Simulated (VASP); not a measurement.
# LiSe6 (Im-3m) in VASP: single point with PBE

Aim: the single point of LiSe6 with PBE.

All numbers are computed with VASP 6.6.1; they aren't measurements. Logs are shortened: lines on timing, memory, paths and dates and some standing lists are left out, and cuts for length are marked.

### Step 1. The cell of the first run

The structure is cubic, space group Im-3m (No. 229). Conventional cell: a = 7.342 Å, b = 7.342 Å, c = 7.342 Å, α = 90.00°, β = 90.00°, γ = 90.00°. Li (site symmetry m-3m) has 6 Se at 2.56 Å within 3.4 Å. Within 2.9 Å of Se (site symmetry 4mm) lie 1 Se at 2.23 Å and 1 Li at 2.56 Å.

### Step 2. Single point, PBE

INCAR

```
SYSTEM = LiSe6
ALGO = Normal
EDIFF = 1E-7
ENCUT = 520
GGA = PE
ISIF = 2
ISMEAR = 0
LASPH = .TRUE.
LCHARG = .TRUE.
LELF = .TRUE.
LREAL = .FALSE.
LVHAR = .TRUE.
LWAVE = .FALSE.
NBANDS = 28
NELM = 80
PREC = Accurate
SIGMA = 0.1
```

KPOINTS

```
k-points
0
G
  8 8 8
  0 0 0
```

POSCAR

```
LiSe6
1.0
   -3.6710298920      3.6710298920      3.6710298920
    3.6710298920     -3.6710298920      3.6710298920
    3.6710298920      3.6710298920     -3.6710298920
Li Se
1 6
Direct
    0.0000000000      0.0000000000      0.0000000000
    0.0000000000      0.6517558370      0.6517558370
    0.0000000000      0.3482441630      0.3482441630
    0.6517558370      0.0000000000      0.6517558370
    0.3482441630      0.0000000000      0.3482441630
    0.6517558370      0.6517558370      0.0000000000
    0.3482441630      0.3482441630      0.0000000000
```

Potentials or basis: VASP PAW PBE potentials, release 64 (Li_sv, Se).

Command:

```console
cat potpaw_PBE.64/Li_sv/POTCAR potpaw_PBE.64/Se/POTCAR > POTCAR
mpirun -np 1 vasp_std > vasp.out
```

OUTCAR:

```text
SYSTEM = LiSe6
   EDIFF = 1E-7
   ENCUT = 520
   GGA = PE
   ISIF = 2
   ISMEAR = 0
   LASPH = .TRUE.
   LREAL = .FALSE.
   NELM = 80
   PREC = Accurate

 ion  position               nearest neighbor table
   1  0.000  0.000  0.000-   2 2.56   3 2.56   4 2.56   5 2.56   6 2.56   7 2.56
   2  0.000  0.652  0.652-   3 2.23   1 2.56
   3  0.000  0.348  0.348-   2 2.23   1 2.56
   4  0.652  0.000  0.652-   5 2.23   1 2.56
   5  0.348  0.000  0.348-   4 2.23   1 2.56
   6  0.652  0.652  0.000-   7 2.23   1 2.56
   7  0.348  0.348  0.000-   6 2.23   1 2.56

  LATTYP: Found a body centered cubic cell.
 ALAT       =     7.3420597840

  Lattice vectors:

 A1 = (  -3.6710298920,   3.6710298920,   3.6710298920)
 A2 = (   3.6710298920,  -3.6710298920,   3.6710298920)
 A3 = (   3.6710298920,   3.6710298920,  -3.6710298920)

Analysis of symmetry for initial positions (statically):
=====================================================================
 Subroutine PRICEL returns:
 Original cell was already a primitive cell.

 Routine SETGRP: Setting up the symmetry group for a
 body centered cubic supercell.

 Subroutine GETGRP returns: Found 48 space group operations
 (whereof 48 operations were pure point group operations)
 out of a pool of 48 trial point group operations.

The static configuration has the point symmetry O_h .

Analysis of symmetry for dynamics (positions and initial velocities):
=====================================================================
 Subroutine PRICEL returns:
 Original cell was already a primitive cell.

 Routine SETGRP: Setting up the symmetry group for a
 body centered cubic supercell.

 Subroutine GETGRP returns: Found 48 space group operations
 (whereof 48 operations were pure point group operations)
 out of a pool of 48 trial point group operations.

The dynamic configuration has the point symmetry O_h .

 Subroutine INISYM returns: Found 48 space group operations
 (whereof 48 operations are pure point group operations),
 and found     1 'primitive' translations

----------------------------------------------------------------------------------------

                                     Primitive cell

  volume of cell :     197.8900

  direct lattice vectors                    reciprocal lattice vectors
    -3.671029892  3.671029892  3.671029892     0.000000000  0.136201561  0.136201561
     3.671029892 -3.671029892  3.671029892     0.136201561  0.000000000  0.136201561
     3.671029892  3.671029892 -3.671029892     0.136201561  0.136201561  0.000000000

  length of vectors
     6.358410289  6.358410289  6.358410289     0.192618094  0.192618094  0.192618094

  position of ions in fractional coordinates (direct lattice)
     0.000000000  0.000000000  0.000000000
     0.000000000  0.651755837  0.651755837
     0.000000000  0.348244163  0.348244163
     0.651755837  0.000000000  0.651755837
     0.348244163  0.000000000  0.348244163
     0.651755837  0.651755837  0.000000000
     0.348244163  0.348244163  0.000000000

  ion indices of the primitive-cell ions
   primitive index   ion index
                 1           1
                 2           2
                 3           3
                 4           4
                 5           5
                 6           6
                 7           7

----------------------------------------------------------------------------------------

 KPOINTS: k-points

Automatic generation of k-mesh.
 Grid dimensions read from file:
 generate k-points for:    8    8    8

 Generating k-lattice:

  Cartesian coordinates                     Fractional coordinates (reciprocal lattice)
     0.000000000  0.017025195  0.017025195     0.125000000  0.000000000  0.000000000
     0.017025195  0.000000000  0.017025195     0.000000000  0.125000000  0.000000000
     0.017025195  0.017025195  0.000000000     0.000000000  0.000000000  0.125000000

  Length of vectors
     0.024077262  0.024077262  0.024077262

  Shift w.r.t. Gamma in fractional coordinates (k-lattice)
     0.000000000  0.000000000  0.000000000

 Subroutine IBZKPT returns following result:
 ===========================================

 Found     29 irreducible k-points:

 Following reciprocal coordinates:
            Coordinates               Weight
  0.000000  0.000000  0.000000      1.000000
  0.125000  0.000000  0.000000     12.000000
  0.250000  0.000000  0.000000     12.000000
  0.375000  0.000000  0.000000     12.000000
  0.500000  0.000000  0.000000      6.000000
  0.125000  0.125000  0.000000     24.000000
[... 16 lines left out ...]
 -0.250000  0.250000  0.250000      6.000000
 -0.375000  0.375000  0.250000     24.000000
 [... further k-points ...]
   k-points           NKPTS =     29   k-points in BZ     NKDIM =     29   number of bands    NBANDS=     28
   number of dos      NEDOS =    301   number of ions     NIONS =      7
   total plane-waves  NPLWV = 110592
   dimension x,y,z NGX =    48 NGY =   48 NGZ =   48
   dimension x,y,z NGXF=    96 NGYF=   96 NGZF=   96
   ions per type =               1   6
   NGX,Y,Z   is equivalent  to a cutoff of  12.55, 12.55, 12.55 a.u.
   NGXF,Y,Z  is equivalent  to a cutoff of  25.10, 25.10, 25.10 a.u.
 SYSTEM =  LiSe6
   PREC   = accura    normal or accurate (medium, high low for compatibility)
   ISTART =      0    job   : 0-new  1-cont  2-samecut
   ICHARG =      2    charge: 1-file 2-atom 10-const
   ISPIN  =      1    spin polarized calculation?
   LNONCOLLINEAR =      F non collinear calculations
   LSORBIT =      F    spin-orbit coupling
   LASPH  =      T    aspherical Exc in radial PAW
   ENCUT  =  520.0 eV  38.22 Ry    6.18 a.u.  11.82 11.82 11.82*2*pi/ulx,y,z
   NELM   =     80;   NELMIN=  2; NELMDL= -5     # of ELM steps
   EDIFF  = 0.1E-06   stopping-criterion for ELM
   LREAL  =      F    real-space projection
   EDIFFG = 0.1E-05   stopping-criterion for IOM
   NSW    =      0    number of steps for IOM
   IBRION =     -1    ionic relax: 0-MD 1-quasi-New 2-CG
   NFREE  =      0    steps in history (QN), initial steepest desc. (CG)
   ISIF   =      2    stress and relaxation
   ISYM   =      2    0-nonsym 1-usesym 2-fastsym
   POTIM  = 0.5000    time-step for ionic-motion
   TEBEG  =    0.0;   TEEND  =   0.0 temperature during run
   PSTRESS=    0.0 pullay stress
   NELECT =      39.0000    total number of electrons
   NUPDOWN=      -1.0000    fix difference up-down
   EMIN   =  10.00;   EMAX   =-10.00  energy-range for DOS
   EFERMI =   0.00;   METHOD = LEGACY
   ISMEAR =     0;   SIGMA  =   0.10  broadening in eV -4-tet -1-fermi 0-gaus
   EFERMI_NEDOS =   21; number of points for ismear=-14 and -15
   IALGO  =     38    algorithm
   IMIX   =      4    mixing-type and parameters
     AMIX     =   0.40;   BMIX     =  1.00
     AMIX_MAG =   1.60;   BMIX_MAG =  1.00
  volume/ion in A,a.u.               =      28.27       190.78
  Fermi-wavevector in a.u.,A,eV,Ry     =   0.952698  1.800338 12.349095  0.907633
  Thomas-Fermi vector in A             =   2.081285
   LORBIT       =      0    0 simple, 1 ext, 2 COOP (PROOUT), +10 PAW based schemes
   GGA     = PE    functional components
   LHFCALC =     F    Hartree Fock is set to
   AEXX    =    0.0000 exact exchange contribution
   IVDW    =     0    specifies the selected vdW correction
   LEPSILON=     F    determine dielectric tensor
   LRPA    =     F    only Hartree local field effects (RPA)
 non-spin polarized calculation
 Gauss-broadening in eV      SIGMA  =   0.10
  energy-cutoff  :      520.00
  volume of cell :      197.89
 maximum number of plane-waves:      5425
   NGX = 23   NGY = 23   NGZ = 23

 number of electron      39.0000004 magnetization

 Free energy of the ion-electron system (eV)
  ---------------------------------------------------
  ext. energy  EPLUGINS =         0.00000000
  ---------------------------------------------------
  free energy    TOTEN  =       -20.69698225 eV

  energy without entropy =      -20.64618226  energy(sigma->0) =      -20.67158226

 E-fermi :   1.5591     XC(G=0):  -8.3638

 val. band max:        1.5491269560   @ k =   0.5000   0.0000   0.0000
 cond. band min:       1.5627176855   @ k =  -0.3750   0.3750   0.1250
 fundamental gap:      0.0135907295
 Fermi energy:         1.5590553975

 k-point     1 :       0.0000    0.0000    0.0000
  band No.  band energies     occupation
      1     -45.5716      2.00000
      2     -13.3737      2.00000
      3     -12.6893      2.00000
      4     -12.6893      2.00000
      5      -9.5250      2.00000
      6      -9.5250      2.00000
[... 20 lines left out ...]
     27       9.0154      0.00000
     28       9.0154      0.00000

 k-point     2 :       0.1250    0.0000    0.0000
  band No.  band energies     occupation
      1     -45.5715      2.00000
      2     -13.3447      2.00000
      3     -12.7090      2.00000
      4     -12.7063      2.00000
      5      -9.5747      2.00000
      6      -9.5277      2.00000
[... 20 lines left out ...]
     27       8.8744      0.00000
     28       8.9731      0.00000

 k-point     3 :       0.2500    0.0000    0.0000
  band No.  band energies     occupation
      1     -45.5715      2.00000
      2     -13.2634      2.00000
      3     -12.7676      2.00000
      4     -12.7461      2.00000
      5      -9.6908      2.00000
      6      -9.5343      2.00000
[... 20 lines left out ...]
     27       8.5148      0.00000
     28       9.0671      0.00000

 k-point     4 :       0.3750    0.0000    0.0000
  band No.  band energies     occupation
      1     -45.5715      2.00000
      2     -13.1475      2.00000
      3     -12.8604      2.00000
      4     -12.7840      2.00000
      5      -9.8020      2.00000
      6      -9.5410      2.00000
[... 578 lines left out ...]
     27       8.4758      0.00000
     28       8.4758      0.00000

 k-point    23 :      -0.2500    0.2500    0.2500
  band No.  band energies     occupation
      1     -45.5715      2.00000
      2     -13.1698      2.00000
      3     -12.8179      2.00000
      4     -12.7961      2.00000
      5      -9.5453      2.00000
      6      -9.5453      2.00000
[... 20 lines left out ...]
     27       8.2431      0.00000
     28       8.9058      0.00000

 k-point    24 :      -0.3750    0.3750    0.2500
  band No.  band energies     occupation
      1     -45.5715      2.00000
      2     -13.0750      2.00000
      3     -12.8760      2.00000
      4     -12.8342      2.00000
      5      -9.6571      2.00000
      6      -9.5530      2.00000
[... 20 lines left out ...]
     27       8.3934      0.00000
     28       8.5149      0.00000

 [... further k-points ...]
[... 5 lines left out ...]
  --------------------------------------------------------------------------------------
  -------------------------------------------------------------------------------------
  Total        0.0832945      0.0832945      0.0832945      0.0000000      0.0000000      0.0000000
  in kB        0.6743778      0.6743778      0.6743778      0.0000000      0.0000000      0.0000000
  external PRESSURE =       0.6743778 kB  Pullay stress =       0.0000000 kB

 VOLUME and BASIS-vectors are now :
 -----------------------------------------------------------------------------
  energy-cutoff  :      520.00
  volume of cell :      197.89
      direct lattice vectors                 reciprocal lattice vectors
    -3.671029892  3.671029892  3.671029892     0.000000000  0.136201561  0.136201561
     3.671029892 -3.671029892  3.671029892     0.136201561  0.000000000  0.136201561
     3.671029892  3.671029892 -3.671029892     0.136201561  0.136201561  0.000000000

 POSITION                                       TOTAL-FORCE (eV/Angst)
 -----------------------------------------------------------------------------------
      0.00000      0.00000      0.00000        -0.000000     -0.000000     -0.000000
      4.78523      0.00000      0.00000         0.034617     -0.000000     -0.000000
      2.55683      0.00000      0.00000        -0.034617     -0.000000     -0.000000
      0.00000      4.78523      0.00000        -0.000000      0.034617     -0.000000
      0.00000      2.55683      0.00000        -0.000000     -0.034617     -0.000000
      0.00000      0.00000      4.78523         0.000000     -0.000000      0.034617
      0.00000      0.00000      2.55683         0.000000     -0.000000     -0.034617
 -----------------------------------------------------------------------------------
    total drift:                               -0.000000      0.000000      0.000000

  FREE ENERGIE OF THE ION-ELECTRON SYSTEM (eV)
  ---------------------------------------------------
  free  energy   TOTEN  =       -20.6969822525 eV

  energy  without entropy=      -20.6461822644  energy(sigma->0) =      -20.67158226
```

Wall time 1.9 min (1 thread of Intel Xeon Platinum 8559C (Emerald Rapids), shared host); peak memory 0.39 GiB.

What came out:

- Free energy: -20.6970 eV
- Largest force: 0.035 eV/Å

Forces in eV/Å, atoms in the order of the input:
```
Li   0.000  0.000  0.000
Se   0.035  0.000  0.000
Se  -0.035  0.000  0.000
Se   0.000  0.035  0.000
Se   0.000 -0.035  0.000
Se   0.000  0.000  0.035
Se   0.000  0.000 -0.035
```

Caveat: the cutoff is under 1.25 times the usual one of these potentials, so pressure, stress and relaxed cells hold a basis-set (Pulay) error.
